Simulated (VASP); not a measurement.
# Sn3Se (Fm-3m) in VASP: a series of runs

Runs on Sn3Se. Level: PBEsol. Tasks: relaxation of cell and atoms, single point.

Everything below comes from runs of VASP 6.6.1. Logs are shortened: lines on timing, memory, paths and dates and some standing lists are left out, and cuts for length are marked.

### 1 The cell of the first run

Symmetry: Fm-3m, No. 225, cubic system. Conventional cell: a = 7.466 Å, b = 7.466 Å, c = 7.466 Å, α = 90.00°, β = 90.00°, γ = 90.00°. Within 4.3 Å of Sn (site symmetry m-3m) lie 8 Sn at 3.23 Å and 6 Se at 3.73 Å. Within 4.3 Å of Sn (site symmetry -43m) lie 10 Sn at 3.23 to 3.73 Å and 4 Se at 3.23 Å. Within 4.3 Å of Se (site symmetry m-3m) lie 14 Sn at 3.23 to 3.73 Å.

### 2 Relaxation of cell and atoms, PBEsol, target pressure 20 GPa, at which the enthalpy is minimised

INCAR

```
PREC = Accurate
ENCUT = 600
EDIFF = 1E-6
ISMEAR = -1
SIGMA = 0.05
LREAL = F
LASPH = T
NELM = 80
ALGO = Normal
ISIF = 3
LWAVE = F
LCHARG = F
GGA = PS
IBRION = 2
NSW = 60
EDIFFG = -0.01
PSTRESS = 200.0
```

KPOINTS

```
Automatic mesh
0
Gamma
  6 6 6
```

POSCAR

```
Sn3Se
1.0
    0.0000000000      3.7331380000      3.7331380000
    3.7331380000      0.0000000000      3.7331380000
    3.7331380000      3.7331380000      0.0000000000
Sn Se
3 1
Direct
    0.5000000000      0.5000000000      0.5000000000
    0.7500000000      0.7500000000      0.7500000000
    0.2500000000      0.2500000000      0.2500000000
    0.0000000000      0.0000000000      0.0000000000
```

Potentials or basis: VASP PAW PBE potentials, release 64 (Sn_d, Se).

Launch:

```bash
$ cat potpaw_PBE.64/Sn_d/POTCAR potpaw_PBE.64/Se/POTCAR > POTCAR
$ mpirun -np 1 vasp_std > vasp.out
```

OUTCAR:

```text
PREC = Accurate
   ENCUT = 600
   EDIFF = 1E-6
   ISMEAR = -1
   LREAL = F
   LASPH = T
   NELM = 80
   ISIF = 3
   GGA = PS
   IBRION = 2
   NSW = 60
   EDIFFG = -0.01
   PSTRESS = 200.0

 ion  position               nearest neighbor table
   1  0.500  0.500  0.500-   3 3.23   3 3.23   3 3.23   2 3.23   2 3.23   2 3.23   3 3.23   2 3.23

   2  0.750  0.750  0.750-   1 3.23   1 3.23   1 3.23   4 3.23   4 3.23   4 3.23   4 3.23   1 3.23
                             3 3.73   3 3.73   3 3.73   3 3.73   3 3.73   3 3.73
   3  0.250  0.250  0.250-   4 3.23   4 3.23   4 3.23   1 3.23   1 3.23   1 3.23   4 3.23   1 3.23
                             2 3.73   2 3.73   2 3.73   2 3.73   2 3.73   2 3.73
   4  0.000  0.000  0.000-   2 3.23   2 3.23   2 3.23   3 3.23   3 3.23   3 3.23   3 3.23   2 3.23

  LATTYP: Found a face centered cubic cell.
 ALAT       =     7.4662760000

  Lattice vectors:

 A1 = (   0.0000000000,   3.7331380000,   3.7331380000)
 A2 = (   3.7331380000,   0.0000000000,   3.7331380000)
 A3 = (   3.7331380000,   3.7331380000,   0.0000000000)

Analysis of symmetry for initial positions (statically):
=====================================================================
 Subroutine PRICEL returns:
 Original cell was already a primitive cell.

 Routine SETGRP: Setting up the symmetry group for a
 face centered cubic supercell.

 Subroutine GETGRP returns: Found 48 space group operations
 (whereof 48 operations were pure point group operations)
 out of a pool of 48 trial point group operations.

The static configuration has the point symmetry O_h .

Analysis of symmetry for dynamics (positions and initial velocities):
=====================================================================
 Subroutine PRICEL returns:
 Original cell was already a primitive cell.

 Routine SETGRP: Setting up the symmetry group for a
 face centered cubic supercell.

 Subroutine GETGRP returns: Found 48 space group operations
 (whereof 48 operations were pure point group operations)
 out of a pool of 48 trial point group operations.

The dynamic configuration has the point symmetry O_h .

 Subroutine INISYM returns: Found 48 space group operations
 (whereof 48 operations are pure point group operations),
 and found     1 'primitive' translations

----------------------------------------------------------------------------------------

                                     Primitive cell

  volume of cell :     104.0524

  direct lattice vectors                    reciprocal lattice vectors
     0.000000000  3.733138000  3.733138000    -0.133935579  0.133935579  0.133935579
     3.733138000  0.000000000  3.733138000     0.133935579 -0.133935579  0.133935579
     3.733138000  3.733138000  0.000000000     0.133935579  0.133935579 -0.133935579

  length of vectors
     5.279454390  5.279454390  5.279454390     0.231983228  0.231983228  0.231983228

  position of ions in fractional coordinates (direct lattice)
     0.500000000  0.500000000  0.500000000
     0.750000000  0.750000000  0.750000000
     0.250000000  0.250000000  0.250000000
     0.000000000  0.000000000  0.000000000

  ion indices of the primitive-cell ions
   primitive index   ion index
                 1           1
                 2           2
                 3           3
                 4           4

----------------------------------------------------------------------------------------

 KPOINTS: Automatic mesh

Automatic generation of k-mesh.
 Grid dimensions read from file:
 generate k-points for:    6    6    6

 Generating k-lattice:

  Cartesian coordinates                     Fractional coordinates (reciprocal lattice)
    -0.022322597  0.022322597  0.022322597     0.166666667  0.000000000  0.000000000
     0.022322597 -0.022322597  0.022322597     0.000000000  0.166666667  0.000000000
     0.022322597  0.022322597 -0.022322597     0.000000000  0.000000000  0.166666667

  Length of vectors
     0.038663871  0.038663871  0.038663871

  Shift w.r.t. Gamma in fractional coordinates (k-lattice)
     0.000000000  0.000000000  0.000000000

 Subroutine IBZKPT returns following result:
 ===========================================

 Found     16 irreducible k-points:

 Following reciprocal coordinates:
            Coordinates               Weight
  0.000000  0.000000  0.000000      1.000000
  0.166667  0.000000  0.000000      8.000000
  0.333333  0.000000  0.000000      8.000000
  0.500000  0.000000  0.000000      4.000000
  0.166667  0.166667  0.000000      6.000000
  0.333333  0.166667  0.000000     24.000000
[... 8 lines left out ...]
 -0.333333  0.333333  0.166667     24.000000
 -0.333333  0.500000  0.166667     12.000000
   k-points           NKPTS =     16   k-points in BZ     NKDIM =     16   number of bands    NBANDS=     28
   number of dos      NEDOS =    301   number of ions     NIONS =      4
   total plane-waves  NPLWV =  74088
   dimension x,y,z NGX =    42 NGY =   42 NGZ =   42
   dimension x,y,z NGXF=    84 NGYF=   84 NGZF=   84
   ions per type =               3   1
   NGX,Y,Z   is equivalent  to a cutoff of  13.23, 13.23, 13.23 a.u.
   NGXF,Y,Z  is equivalent  to a cutoff of  26.45, 26.45, 26.45 a.u.
 SYSTEM =  unknown system
   PREC   = accura    normal or accurate (medium, high low for compatibility)
   ISTART =      0    job   : 0-new  1-cont  2-samecut
   ICHARG =      2    charge: 1-file 2-atom 10-const
   ISPIN  =      1    spin polarized calculation?
   LNONCOLLINEAR =      F non collinear calculations
   LSORBIT =      F    spin-orbit coupling
   LASPH  =      T    aspherical Exc in radial PAW
   ENCUT  =  600.0 eV  44.10 Ry    6.64 a.u.  10.54 10.54 10.54*2*pi/ulx,y,z
   NELM   =     80;   NELMIN=  2; NELMDL= -5     # of ELM steps
   EDIFF  = 0.1E-05   stopping-criterion for ELM
   LREAL  =      F    real-space projection
   EDIFFG = -.1E-01   stopping-criterion for IOM
   NSW    =     60    number of steps for IOM
   IBRION =      2    ionic relax: 0-MD 1-quasi-New 2-CG
   NFREE  =      1    steps in history (QN), initial steepest desc. (CG)
   ISIF   =      3    stress and relaxation
   ISYM   =      2    0-nonsym 1-usesym 2-fastsym
   POTIM  = 0.5000    time-step for ionic-motion
   TEBEG  =    0.0;   TEEND  =   0.0 temperature during run
   PSTRESS=  200.0 pullay stress
   NELECT =      48.0000    total number of electrons
   NUPDOWN=      -1.0000    fix difference up-down
   EMIN   =  10.00;   EMAX   =-10.00  energy-range for DOS
   EFERMI =   0.00;   METHOD = LEGACY
   ISMEAR =    -1;   SIGMA  =   0.05  broadening in eV -4-tet -1-fermi 0-gaus
   EFERMI_NEDOS =   21; number of points for ismear=-14 and -15
   IALGO  =     38    algorithm
   IMIX   =      4    mixing-type and parameters
     AMIX     =   0.40;   BMIX     =  1.00
     AMIX_MAG =   1.60;   BMIX_MAG =  1.00
  volume/ion in A,a.u.               =      26.01       175.55
  Fermi-wavevector in a.u.,A,eV,Ry     =   1.264944  2.390397 21.770445  1.600083
  Thomas-Fermi vector in A             =   2.398223
   LORBIT       =      0    0 simple, 1 ext, 2 COOP (PROOUT), +10 PAW based schemes
   GGA     = PS    functional components
   LHFCALC =     F    Hartree Fock is set to
   AEXX    =    0.0000 exact exchange contribution
   IVDW    =     0    specifies the selected vdW correction
   LEPSILON=     F    determine dielectric tensor
   LRPA    =     F    only Hartree local field effects (RPA)
 conjugate gradient relaxation of ions
 non-spin polarized calculation
  energy-cutoff  :      600.00
  volume of cell :      104.05
 maximum number of plane-waves:      3497
   NGX = 21   NGY = 21   NGZ = 21

--------------------------------------- Ionic step        1  -------------------------------------------

 number of electron      48.0000013 magnetization

 Free energy of the ion-electron system (eV)
  ---------------------------------------------------
  ext. energy  EPLUGINS =         0.00000000
  ---------------------------------------------------
  free energy    TOTEN  =       -16.58495909 eV

  energy without entropy =      -16.55298332  energy(sigma->0) =      -16.56897121

 E-fermi :   7.0588     XC(G=0): -10.4339

 val. band max:        7.0570607944   @ k =   0.1667   0.1667   0.0000
 cond. band min:       7.0637592841   @ k =  -0.3333   0.3333   0.1667
 fundamental gap:      0.0066984897
 Fermi energy:         7.0587574114

 k-point     1 :       0.0000    0.0000    0.0000
  band No.  band energies     occupation
      1     -14.4369      2.00000
      2     -14.4369      2.00000
      3     -14.4052      2.00000
      4     -14.4052      2.00000
      5     -14.4052      2.00000
      6     -14.3913      2.00000
[... 20 lines left out ...]
     27       6.5120      1.99996
     28       6.5120      1.99996
[... 605 lines left out ...]
 POSITION                                       TOTAL-FORCE (eV/Angst)
 -----------------------------------------------------------------------------------
      3.42119      3.42119      3.42119        -0.000000     -0.000000     -0.000000
      5.13178      5.13178      5.13178         0.000000      0.000000      0.000000
      1.71059      1.71059      1.71059        -0.000000     -0.000000     -0.000000
      0.00000      0.00000      0.00000        -0.000000     -0.000000     -0.000000
 -----------------------------------------------------------------------------------
    total drift:                               -0.000000     -0.000000      0.000000

  FREE ENERGIE OF THE ION-ELECTRON SYSTEM (eV)
  ---------------------------------------------------
  free  energy   TOTEN  =       -15.7890695753 eV

  energy  without entropy=      -15.7741328404  energy(sigma->0) =      -15.78160121

  enthalpy is  TOTEN    =        -5.7918304062 eV   P V=        9.9972391691

--------------------------------------- Ionic step        5  -------------------------------------------

 number of electron      48.0000007 magnetization

 Free energy of the ion-electron system (eV)
  ---------------------------------------------------
  ext. energy  EPLUGINS =         0.00000000
  ---------------------------------------------------
  free energy    TOTEN  =       -15.71696669 eV

  energy without entropy =      -15.70282215  energy(sigma->0) =      -15.70989442

 E-fermi :  10.6941     XC(G=0): -11.7461

 val. band max:       10.6544874560   @ k =   0.1667   0.0000   0.0000
 cond. band min:      10.7879516822   @ k =   0.5000   0.5000   0.0000
 fundamental gap:      0.1334642262
 Fermi energy:        10.6940733156

 k-point     1 :       0.0000    0.0000    0.0000
  band No.  band energies     occupation
      1     -11.0661      2.00000
      2     -11.0661      2.00000
      3     -10.9747      2.00000
      4     -10.9747      2.00000
      5     -10.9747      2.00000
      6     -10.9729      2.00000
[... 20 lines left out ...]
     27       9.7337      2.00000
     28       9.7337      2.00000
[... 476 lines left out ...]
 VOLUME and BASIS-vectors are now :
 -----------------------------------------------------------------------------
  energy-cutoff  :      600.00
  volume of cell :       79.49
      direct lattice vectors                 reciprocal lattice vectors
     0.000000000  3.412728613  3.412728613    -0.146510331  0.146510331  0.146510331
     3.412728613 -0.000000000  3.412728613     0.146510331 -0.146510331  0.146510331
     3.412728613  3.412728613  0.000000000     0.146510331  0.146510331 -0.146510331

 POSITION                                       TOTAL-FORCE (eV/Angst)
 -----------------------------------------------------------------------------------
      3.41273      3.41273      3.41273         0.000000      0.000000      0.000000
      5.11909      5.11909      5.11909         0.000000      0.000000      0.000000
      1.70636      1.70636      1.70636        -0.000000     -0.000000     -0.000000
      0.00000      0.00000      0.00000         0.000000      0.000000      0.000000
 -----------------------------------------------------------------------------------
    total drift:                               -0.000000     -0.000000      0.000000

  FREE ENERGIE OF THE ION-ELECTRON SYSTEM (eV)
  ---------------------------------------------------
  free  energy   TOTEN  =       -15.7169666885 eV

  energy  without entropy=      -15.7028221480  energy(sigma->0) =      -15.70989442

  enthalpy is  TOTEN    =        -5.7936998460 eV   P V=        9.9232668425

 reached required accuracy - stopping structural energy minimisation
```

Run time: 94 s. Hardware: 1 thread of Intel Xeon 6975P-C (Granite Rapids), shared host; peak memory 0.3 GiB.

What came out:

```yaml
Free_energy: -15.7170 eV
Relaxed_volume: 19.87 Å³/atom
Relaxed_cell: a = 4.826 Å, b = 4.826 Å, c = 4.826 Å, α = 60.00°, β = 60.00°, γ = 60.00°
Space_group_after_relaxing_to_0.1_Å: Fm-3m (No. 225)
Energy_change_on_relaxing_the_run_minimises_the_enthalpy: +217.0 meV/atom
Ionic_steps: 5
Pressure_after_relaxing: 20.0 GPa
```

The path:
| step | energy change (eV) | largest force (eV/Å) | pressure (GPa) | volume (Å³) |
| --- | --- | --- | --- | --- |
| 1 | 0.0000 | 0.0000 | -3.15 | 104.05 |
| 2 | 8.7126 | 0.0000 | 116.48 | 57.10 |
| 3 | 0.6658 | 0.0000 | 16.94 | 81.25 |
| 4 | 0.7959 | 0.0000 | 18.94 | 80.09 |
| 5 | 0.8680 | 0.0000 | 20.02 | 79.49 |

Final structure:
```yaml
crystal:
  lattice:
    - [0.00000, 3.41273, 3.41273]
    - [3.41273, 0.00000, 3.41273]
    - [3.41273, 3.41273, 0.00000]
  atoms:
    - { symbol: Sn, position: [0.50000, 0.50000, 0.50000] }
    - { symbol: Sn, position: [0.75000, 0.75000, 0.75000] }
    - { symbol: Sn, position: [0.25000, 0.25000, 0.25000] }
    - { symbol: Se, position: [0.00000, 0.00000, 0.00000] }
```

Caveat: the cell is relaxed towards a set pressure, so the run minimises the enthalpy, not the energy; the volume moved by over 15 % at a fixed basis, so the end points are rough; the highest band is partly filled, so the run has too few bands; the PAW data sets were made with another functional, which shifts forces and pressure a little; spin-orbit coupling is left out, which moves the levels of the heavy elements.

### 3 Relaxation of cell and atoms, PBEsol, target pressure 30 GPa, at which the enthalpy is minimised

INCAR

```
  ALGO = Normal
  EDIFF = 1E-7
  EDIFFG = -0.01
  ENCUT = 600
  GGA = PS
  IBRION = 2
  ISIF = 3
  ISMEAR = -1
  LASPH = True
  LCHARG = False
  LREAL = False
  LWAVE = False
  NELM = 60
  NSW = 60
  PREC = Accurate
  PSTRESS = 300.0
  SIGMA = 0.05
```

KPOINTS

```
k-points
0
Gamma
  6 6 6
```

POSCAR is that of step 2.

Potentials or basis: VASP PAW PBE potentials, release 64 (Sn_d, Se).

Launch:

```bash
$ cat potpaw_PBE.64/Sn_d/POTCAR potpaw_PBE.64/Se/POTCAR > POTCAR
$ mpirun -np 1 vasp_std > vasp.out
```

Run time: 4.1 min. Hardware: 1 thread of Intel Xeon 6975P-C (Granite Rapids), shared host; peak memory 0.3 GiB.

It converged, with:

```yaml
Free_energy: -15.0092 eV
Relaxed_volume: 18.73 Å³/atom
Relaxed_cell: a = 4.732 Å, b = 4.732 Å, c = 4.732 Å, α = 60.00°, β = 60.00°, γ = 60.00°
Space_group_after_relaxing_to_0.1_Å: Fm-3m (No. 225)
Energy_change_on_relaxing_the_run_minimises_the_enthalpy: +394.0 meV/atom
Ionic_steps: 15
Pressure_after_relaxing: 29.9 GPa
```

The path:
```tsv
step	energy change (eV)	largest force (eV/Å)	pressure (GPa)	volume (Å³)
1	0.0000	0.0000	-3.17	104.05
2	28.9825	0.0000	373.50	42.19
3	0.9326	0.0000	20.98	78.99
4	1.2311	0.0000	25.22	76.91
5	1.5964	0.0000	30.19	74.80
6	1.4999	0.0000	28.90	75.32
7	1.5053	0.0000	28.97	75.29
8	1.5215	0.0000	29.19	75.20
9	1.5217	0.0000	29.20	75.20
10	1.5226	0.0000	29.21	75.20
11	1.5243	0.0000	29.23	75.19
12	1.5277	0.0000	29.27	75.17
13	1.5345	0.0000	29.36	75.13
14	1.5482	0.0000	29.55	75.06
15	1.5758	0.0000	29.92	74.91
```

Final structure:
```
Sn Se
1.0
     0.00000    3.34579    3.34579
     3.34579    0.00000    3.34579
     3.34579    3.34579    0.00000
Sn Se
3 1
Direct
  0.50000 0.50000 0.50000
  0.75000 0.75000 0.75000
  0.25000 0.25000 0.25000
  0.00000 0.00000 0.00000
```

Levels at points of the mesh, in eV from the Fermi level:
| k point | band 22 | band 23 | band 24 | band 25 | band 26 | band 27 |
| --- | --- | --- | --- | --- | --- | --- |
| (0.00, 0.00, 0.00) | -2.42 | -2.42 | -2.42 | -1.10 | -1.10 | -1.10 |
| (0.50, 0.00, 0.00) | -3.46 | -3.46 | -0.39 | 1.11 | 2.54 | 2.54 |
| (0.50, 0.50, 0.00) | 0.18 | 0.63 | 0.63 | 2.09 | 3.23 | 3.23 |

Caveat: the cell is relaxed towards a set pressure, so the run minimises the enthalpy, not the energy; the volume moved by over 15 % at a fixed basis, so the end points are rough; the highest band is partly filled, so the run has too few bands; the PAW data sets were made with another functional, which shifts forces and pressure a little; spin-orbit coupling is left out, which moves the levels of the heavy elements.

### 4 Single point, PBEsol, non-collinear spin, zero start, spin-orbit coupling

INCAR

```
ALGO = Normal
EDIFF = 1E-7
ENCUT = 520
GGA = PS
GGA_COMPAT = False
ISIF = 2
ISMEAR = -1
LASPH = True
LCHARG = False
LORBIT = 11
LORBMOM = True
LREAL = False
LSORBIT = True
LWAVE = False
MAGMOM = 0 0 0 0 0 0 0 0 0 0 0 0
NBANDS = 62
NELM = 150
PREC = Accurate
SIGMA = 0.05
```

KPOINTS is that of step 3.

POSCAR is that of step 3.

Launch:

```bash
$ cat potpaw_PBE.64/Sn_d/POTCAR potpaw_PBE.64/Se/POTCAR > POTCAR
$ mpirun -np 1 vasp_ncl > vasp.out
```

Wall time 5 min (1 thread of Intel Xeon Platinum 8259CL at 2.50GHz (Skylake/Cascade Lake), shared host); peak memory 0.56 GiB.

Results (log left out):

```
Free energy                                           : -16.7623 eV
Pressure                                              : -3.2 GPa
Net moment                                            : 0.00 μB per cell
Valence electrons inside the program's atomic spheres : Sn 12.18, 12.07 (each value once); Se 3.71
```

Moments on the atoms (μB; x, y, z):
```
Sn  0.00 0.00 0.00
Sn  0.00 0.00 0.00
Sn  0.00 0.00 0.00
Se  0.00 0.00 0.00
```

Caveat: the cell stands under tension; the PAW data sets were made with another functional, which shifts forces and pressure a little.

### 5 Summary

```tsv
task	spin	cell	cutoff (eV)	pressure (GPa)
relaxation of cell and atoms	off	relaxed to 20 GPa	600	20.0
relaxation of cell and atoms	off	relaxed to 30 GPa	600	29.9
single point	non-collinear, zero start, SOC	as given	520	-3.2
```

Alike in all rows: level PBEsol; potentials or basis VASP PAW PBE potentials, release 64 (Sn_d, Se); k mesh 6 × 6 × 6; smearing fermi-dirac 0.05 eV.

Caveats: the PAW data sets were made with another functional, which shifts forces and pressure a little; the cell is relaxed towards a set pressure, so the run minimises the enthalpy, not the energy (at least some runs); the volume moved by over 15 % at a fixed basis, so the end points are rough (at least some runs); the highest band is partly filled, so the run has too few bands (at least some runs); spin-orbit coupling is left out, which moves the levels of the heavy elements (at least some runs); the cell stands under tension (at least some runs).

Total energies depend on the potentials used, so only differences within one code and one set of settings carry meaning.
